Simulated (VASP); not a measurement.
**Zr2AlN3: single point with PBE**

The system is Zr2AlN3.

```
Zr Al N
1.0
     1.60984    0.92944    8.75389
    -1.60984    0.92944    8.75389
     0.00000   -1.85889    8.75389
Zr Al N
2 1 3
Direct
  0.57306 0.57306 0.57306
  0.42694 0.42694 0.42694
  0.00000 0.00000 0.00000
  0.70799 0.70799 0.70799
  0.29201 0.29201 0.29201
  0.50000 0.50000 0.50000
```

The cell was generated, and may not be a known phase.

```yaml
Program: VASP 6.6.1
Task: single point
Functional: PBE
Potentials_or_basis: VASP PAW PBE potentials, release 64 (Zr_sv, Al, N)
Cutoff: 520 eV
k_mesh: 12 × 12 × 12
Occupations: gaussian, width 0.1 eV
Spin: no spin polarisation
```

```
Pressure               : 0.2 GPa
Largest force          : 0.049 eV/Å
Band gap on the k mesh : zero (bands 21 and 22 overlap by 0.28 eV)
```

Forces on the atoms (eV/Å):
```
Zr   0.000  0.000  0.049
Zr   0.000  0.000 -0.049
Al   0.000  0.000  0.000
N    0.000  0.000 -0.011
N    0.000  0.000  0.011
N    0.000  0.000  0.000
```

Stress tensor (GPa, compression positive):
```
-0.01  0.00  0.00
 0.00 -0.01  0.00
 0.00  0.00  0.51
```

Levels at points of the mesh, in eV from the Fermi level:
```csv
k point,band 17,band 18,band 19,band 20,band 21,band 22,band 23,band 24,band 25,band 26
"(0.00, 0.00, 0.00)",-3.58,-3.10,-1.06,-0.91,-0.91,0.81,1.41,1.41,2.03,2.03
"(0.50, 0.00, 0.00)",-3.83,-3.50,-2.75,-1.11,-0.76,-0.09,1.39,3.78,3.81,4.32
"(0.50, 0.50, 0.00)",-3.69,-3.66,-2.72,-1.35,-1.26,0.39,1.48,3.53,4.00,4.26
"(0.50, 0.50, 0.50)",-3.55,-3.10,-0.88,-0.88,-0.65,0.26,1.68,1.68,1.71,1.71
```

Run time: 59 min on 1 thread of Intel(R) Xeon(R) Platinum 8259CL CPU @ 2.50GHz (Skylake/Cascade Lake) (shared host), peak memory 0.95 GiB.
